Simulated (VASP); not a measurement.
# TaN (F-43m) in VASP: a series of runs

The runs below take TaN through single point, with PBE0, r2SCAN0.

Everything below comes from runs of VASP 6.6.1. Logs are shortened: lines on timing, memory, paths and dates and some standing lists are left out, and cuts for length are marked.

### 1 The cell of the first run

Symmetry: F-43m, No. 216, cubic system. Conventional cell: a = 4.982 Å, b = 4.982 Å, c = 4.982 Å, α = 90.00°, β = 90.00°, γ = 90.00°. Within 2.9 Å of Ta (site symmetry -43m) lie 4 N at 2.16 Å. Within 2.9 Å of N (site symmetry -43m) lie 4 Ta at 2.16 Å.

### 2 Single point, PBE0

POSCAR

```
TaN
1.0
    0.0000000000      2.4911437700      2.4911437700
    2.4911437700      0.0000000000      2.4911437700
    2.4911437700      2.4911437700      0.0000000000
Ta N
1 1
Direct
    0.0000000000      0.0000000000      0.0000000000
    0.2500000000      0.2500000000      0.2500000000
```

INCAR.step1

```
ALGO     = Normal         # electronic algorithm
EDIFF    = 1E-5           # SCF threshold, eV
ENCUT    = 520            # plane-wave cutoff, eV
GGA      = PE             # functional
ISIF     = 2              # what is computed and relaxed
ISMEAR   = -1             # smearing method
LASPH    = T              # aspherical terms in the spheres
LREAL    = F              # projectors in reciprocal space
LWAVE    = T              # write WAVECAR
NBANDS   = 15             # bands
NELM     = 80             # most SCF steps
PREC     = Accurate       # precision mode
SIGMA    = 0.05           # smearing width, eV
```

INCAR.step2

```
AEXX     = 0.25           # exact-exchange fraction
ALGO     = Normal         # electronic algorithm
EDIFF    = 1E-6           # SCF threshold, eV
ENCUT    = 520            # plane-wave cutoff, eV
GGA      = PE             # functional
ISIF     = 2              # what is computed and relaxed
ISMEAR   = -1             # smearing method
ISTART   = 1            
LASPH    = T              # aspherical terms in the spheres
LCHARG   = T              # write CHGCAR
LELF     = T              # ELF
LHFCALC  = T              # exact exchange
LREAL    = F              # projectors in reciprocal space
LVHAR    = T            
LWAVE    = F              # write WAVECAR
NBANDS   = 15             # bands
NELM     = 80             # most SCF steps
PREC     = Accurate       # precision mode
PRECFOCK = Normal       
SIGMA    = 0.05           # smearing width, eV
```

KPOINTS

```
k-points
0
Gamma
  5 5 5
```

Potentials or basis: VASP PAW PBE potentials, release 64 (Ta_pv, N).

The run is started by

```console
$ cat potpaw_PBE.64/Ta_pv/POTCAR potpaw_PBE.64/N/POTCAR > POTCAR
$ cp INCAR.step1 INCAR
$ mpirun -np 1 vasp_std > vasp.out
$ cp INCAR.step2 INCAR
$ mpirun -np 1 vasp_std > vasp.out
```

OUTCAR:

```text
AEXX = 0.25
   EDIFF = 1E-6
   ENCUT = 520
   GGA = PE
   ISIF = 2
   ISMEAR = -1
   ISTART = 1
   LASPH = T
   LHFCALC = T
   LREAL = F
   NELM = 80
   PREC = Accurate
   PRECFOCK = Normal

 ion  position               nearest neighbor table
   1  0.000  0.000  0.000-   2 2.16   2 2.16   2 2.16   2 2.16
   2  0.250  0.250  0.250-   1 2.16   1 2.16   1 2.16   1 2.16

  LATTYP: Found a face centered cubic cell.
 ALAT       =     4.9822875400

  Lattice vectors:

 A1 = (   0.0000000000,   2.4911437700,   2.4911437700)
 A2 = (   2.4911437700,   0.0000000000,   2.4911437700)
 A3 = (   2.4911437700,   2.4911437700,   0.0000000000)

Analysis of symmetry for initial positions (statically):
=====================================================================
 Subroutine PRICEL returns:
 Original cell was already a primitive cell.

 Routine SETGRP: Setting up the symmetry group for a
 face centered cubic supercell.

 Subroutine GETGRP returns: Found 24 space group operations
 (whereof 24 operations were pure point group operations)
 out of a pool of 48 trial point group operations.

The static configuration has the point symmetry T_d .

Analysis of symmetry for dynamics (positions and initial velocities):
=====================================================================
 Subroutine PRICEL returns:
 Original cell was already a primitive cell.

 Routine SETGRP: Setting up the symmetry group for a
 face centered cubic supercell.

 Subroutine GETGRP returns: Found 24 space group operations
 (whereof 24 operations were pure point group operations)
 out of a pool of 48 trial point group operations.

The dynamic configuration has the point symmetry T_d .

 Subroutine INISYM returns: Found 24 space group operations
 (whereof 24 operations are pure point group operations),
 and found     1 'primitive' translations

----------------------------------------------------------------------------------------

                                     Primitive cell

  volume of cell :      30.9191

  direct lattice vectors                    reciprocal lattice vectors
     0.000000000  2.491143770  2.491143770    -0.200711017  0.200711017  0.200711017
     2.491143770  0.000000000  2.491143770     0.200711017 -0.200711017  0.200711017
     2.491143770  2.491143770  0.000000000     0.200711017  0.200711017 -0.200711017

  length of vectors
     3.523009305  3.523009305  3.523009305     0.347641679  0.347641679  0.347641679

  position of ions in fractional coordinates (direct lattice)
     0.000000000  0.000000000  0.000000000
     0.250000000  0.250000000  0.250000000

  ion indices of the primitive-cell ions
   primitive index   ion index
                 1           1
                 2           2

----------------------------------------------------------------------------------------

 KPOINTS: k-points

Automatic generation of k-mesh.
 Grid dimensions read from file:
 generate k-points for:    5    5    5

 Generating k-lattice:

  Cartesian coordinates                     Fractional coordinates (reciprocal lattice)
    -0.040142203  0.040142203  0.040142203     0.200000000  0.000000000  0.000000000
     0.040142203 -0.040142203  0.040142203     0.000000000  0.200000000  0.000000000
     0.040142203  0.040142203 -0.040142203     0.000000000  0.000000000  0.200000000

  Length of vectors
     0.069528336  0.069528336  0.069528336

  Shift w.r.t. Gamma in fractional coordinates (k-lattice)
     0.000000000  0.000000000  0.000000000

 Subroutine IBZKPT returns following result:
 ===========================================

 Found     10 irreducible k-points:

 Following reciprocal coordinates:
            Coordinates               Weight
  0.000000  0.000000  0.000000      1.000000
  0.200000  0.000000  0.000000      8.000000
  0.400000  0.000000  0.000000      8.000000
  0.200000  0.200000  0.000000      6.000000
  0.400000  0.200000  0.000000     24.000000
 -0.400000  0.200000  0.000000     24.000000
 -0.200000  0.200000  0.000000     12.000000
  0.400000  0.400000  0.000000      6.000000
 -0.400000  0.400000  0.000000     12.000000
 -0.400000  0.400000  0.200000     24.000000
   k-points           NKPTS =     10   k-points in BZ     NKDIM =    125   number of bands    NBANDS=     15
   number of dos      NEDOS =    301   number of ions     NIONS =      2
   total plane-waves  NPLWV =  21952
   dimension x,y,z NGX =    28 NGY =   28 NGZ =   28
   dimension x,y,z NGXF=    56 NGYF=   56 NGZF=   56
   ions per type =               1   1
   NGX,Y,Z   is equivalent  to a cutoff of  13.21, 13.21, 13.21 a.u.
   NGXF,Y,Z  is equivalent  to a cutoff of  26.43, 26.43, 26.43 a.u.
 SYSTEM =  unknown system
   PREC   = accura    normal or accurate (medium, high low for compatibility)
   ISTART =      1    job   : 0-new  1-cont  2-samecut
   ICHARG =      0    charge: 1-file 2-atom 10-const
   ISPIN  =      1    spin polarized calculation?
   LNONCOLLINEAR =      F non collinear calculations
   LSORBIT =      F    spin-orbit coupling
   LASPH  =      T    aspherical Exc in radial PAW
   ENCUT  =  520.0 eV  38.22 Ry    6.18 a.u.   6.55  6.55  6.55*2*pi/ulx,y,z
   NELM   =     80;   NELMIN=  2; NELMDL=  0     # of ELM steps
   EDIFF  = 0.1E-05   stopping-criterion for ELM
   LREAL  =      F    real-space projection
   EDIFFG = 0.1E-04   stopping-criterion for IOM
   NSW    =      0    number of steps for IOM
   IBRION =     -1    ionic relax: 0-MD 1-quasi-New 2-CG
   NFREE  =      0    steps in history (QN), initial steepest desc. (CG)
   ISIF   =      2    stress and relaxation
   ISYM   =      3    0-nonsym 1-usesym 2-fastsym
   POTIM  = 0.5000    time-step for ionic-motion
   TEBEG  =    0.0;   TEEND  =   0.0 temperature during run
   PSTRESS=    0.0 pullay stress
   NELECT =      16.0000    total number of electrons
   NUPDOWN=      -1.0000    fix difference up-down
   EMIN   =  10.00;   EMAX   =-10.00  energy-range for DOS
   EFERMI =   0.00;   METHOD = LEGACY
   ISMEAR =    -1;   SIGMA  =   0.05  broadening in eV -4-tet -1-fermi 0-gaus
   EFERMI_NEDOS =   21; number of points for ismear=-14 and -15
   IALGO  =     38    algorithm
   IMIX   =      1    mixing-type and parameters
     AMIX     =   0.40;   BMIX     =  1.00
     AMIX_MAG =   1.60;   BMIX_MAG =  1.00
  volume/ion in A,a.u.               =      15.46       104.33
  Fermi-wavevector in a.u.,A,eV,Ry     =   1.314335  2.483733 23.503740  1.727476
  Thomas-Fermi vector in A             =   2.444595
   LORBIT       =      0    0 simple, 1 ext, 2 COOP (PROOUT), +10 PAW based schemes
   GGA     = PE    functional components
   LHFCALC =     T    Hartree Fock is set to
   PRECFOCK=normal    Normal, Fast or Accurate (Low or Medium for compatibility)
   ENCUT4O =  -1.0   cutoff for four orbital integrals eV
   NKREDX  =     1    reduce k-point grid by
   NKREDY  =     1    reduce k-point grid by
   NKREDZ  =     1    reduce k-point grid by
   AEXX    =    0.2500 exact exchange contribution
   HFSCREEN=    0.0000 screening length (either q_TF or 0.3 A-1)
   HFSCREENC=   0.0000 screening length for correlation (either q_TF or 0.3 A-1)
   ENCUTFOCK=  -1.0 apply spherical cutoff to Coloumb kernel
   IVDW    =     0    specifies the selected vdW correction
   LEPSILON=     F    determine dielectric tensor
   LRPA    =     F    only Hartree local field effects (RPA)
 non-spin polarized calculation
  energy-cutoff  :      520.00
  volume of cell :       30.92
 maximum number of plane-waves:       869
 NGX is ok and might be reduce to    28
  NGX = 20; NGY = 20; NGZ = 20

 number of electron      15.9999998 magnetization

 Free energy of the ion-electron system (eV)
  ---------------------------------------------------
  ext. energy  EPLUGINS =         0.00000000
  ---------------------------------------------------
  free energy    TOTEN  =       -26.40326350 eV

  energy without entropy =      -26.39104144  energy(sigma->0) =      -26.39715247

 E-fermi :   5.6974     XC(G=0):  -8.8677

 val. band max:        5.6627406342   @ k =  -0.4000   0.4000   0.2000
 cond. band min:       6.3499891738   @ k =   0.2000   0.0000   0.0000
 fundamental gap:      0.6872485397
 Fermi energy:         5.6973980933

 k-point     1 :       0.0000    0.0000    0.0000
  band No.  band energies     occupation
      1     -33.4328      2.00000
      2     -33.4328      2.00000
      3     -33.4328      2.00000
      4     -13.6664      2.00000
      5      -1.9469      2.00000
      6      -1.9469      2.00000
      7      -1.9469      2.00000
      8       4.1127      2.00000
      9       6.7184      0.00000
     10       6.7184      0.00000
     11      11.5383      0.00000
     12      11.5383      0.00000
     13      11.5383      0.00000
     14      18.7141      0.00000
     15      18.7141      0.00000

 k-point     2 :       0.2000    0.0000    0.0000
  band No.  band energies     occupation
      1     -33.5373      2.00000
      2     -33.4457      2.00000
      3     -33.4457      2.00000
      4     -13.3010      2.00000
      5      -2.5052      2.00000
      6      -1.6941      2.00000
      7      -1.6941      2.00000
      8       6.3500      0.00000
      9       6.3500      0.00000
     10       6.4124      0.00000
     11      10.5859      0.00000
     12      11.6867      0.00000
     13      11.6867      0.00000
     14      15.0261      0.00000
     15      19.9354      0.00000

 k-point     3 :       0.4000    0.0000    0.0000
  band No.  band energies     occupation
      1     -33.7019      2.00000
      2     -33.4671      2.00000
      3     -33.4671      2.00000
      4     -12.7612      2.00000
      5      -2.4691      2.00000
      6      -1.3783      2.00000
      7      -1.3783      2.00000
      8       6.6443      0.00000
      9       6.8880      0.00000
     10       6.8880      0.00000
     11       9.9513      0.00000
     12      10.3175      0.00000
     13      10.3175      0.00000
     14      13.8087      0.00000
     15      19.9591      0.00000
[... 91 lines left out ...]
 k-point     9 :      -0.4000    0.4000    0.0000
  band No.  band energies     occupation
      1     -33.6927      2.00000
      2     -33.5787      2.00000
      3     -33.5227      2.00000
      4     -12.3615      2.00000
      5      -2.8575      2.00000
      6      -0.5012      2.00000
      7      -0.3602      2.00000
      8       2.5631      2.00000
      9       6.7797      0.00000
     10       7.3848      0.00000
     11       9.7202      0.00000
     12       9.8053      0.00000
     13      15.1535      0.00000
     14      15.3132      0.00000
     15      16.7718      0.00000

 k-point    10 :      -0.4000    0.4000    0.2000
  band No.  band energies     occupation
      1     -33.6663      2.00000
      2     -33.5827      2.00000
      3     -33.5181      2.00000
      4     -12.4226      2.00000
      5      -2.3738      2.00000
      6      -1.4253      2.00000
      7      -0.3474      2.00000
      8       3.1026      2.00000
      9       5.6627      1.33333
     10       7.9316      0.00000
     11       9.5901      0.00000
     12      10.7035      0.00000
     13      13.4851      0.00000
     14      15.7520      0.00000
     15      17.1512      0.00000

------------------------ aborting loop because EDIFF is reached ----------------------------------------

  FORCE on cell =-STRESS in cart. coord.  units (eV):
  Direction    XX          YY          ZZ          XY          YZ          ZX
  --------------------------------------------------------------------------------------
  -------------------------------------------------------------------------------------
  Total       -6.1887576     -6.1887576     -6.1887576     -0.0000000      0.0000000      0.0000000
  in kB     -320.6916731   -320.6916731   -320.6916731     -0.0000000      0.0000000      0.0000000
  external PRESSURE =    -320.6916731 kB  Pullay stress =       0.0000000 kB

 VOLUME and BASIS-vectors are now :
 -----------------------------------------------------------------------------
  energy-cutoff  :      520.00
  volume of cell :       30.92
      direct lattice vectors                 reciprocal lattice vectors
     0.000000000  2.491143770  2.491143770    -0.200711017  0.200711017  0.200711017
     2.491143770  0.000000000  2.491143770     0.200711017 -0.200711017  0.200711017
     2.491143770  2.491143770  0.000000000     0.200711017  0.200711017 -0.200711017

 POSITION                                       TOTAL-FORCE (eV/Angst)
 -----------------------------------------------------------------------------------
      0.00000      0.00000      0.00000        -0.000000     -0.000000     -0.000000
      1.24557      1.24557      1.24557         0.000000      0.000000      0.000000
 -----------------------------------------------------------------------------------
    total drift:                               -0.000003     -0.000001      0.000001

  FREE ENERGIE OF THE ION-ELECTRON SYSTEM (eV)
  ---------------------------------------------------
  free  energy   TOTEN  =       -26.4032634964 eV

  energy  without entropy=      -26.3910414389  energy(sigma->0) =      -26.39715247
```

It took 20 min on 1 thread of Intel Xeon 8259CL, shared host; peak memory 0.16 GiB.

What came out:

* Free energy: -26.4033 eV
* Pressure: -32.1 GPa
* Band gap on the k mesh: zero (bands 8 and 9 overlap by 0.98 eV)

Levels at points of the mesh, in eV from the Fermi level:
```
           k point  band 5  band 6  band 7  band 8  band 9  band 10  band 11  band 12
(0.00, 0.00, 0.00)   -7.64   -7.64   -7.64   -1.58    1.02     1.02     5.84     5.84
```

Caveat: the k points lie up to 0.44 Å⁻¹ apart, too coarse for converged energies and pressures of a metal; the PAW data sets were made with another functional, which shifts forces and pressure a little; spin-orbit coupling is left out, which moves the levels of the heavy elements.

(Part 1 of 2 ends here.)
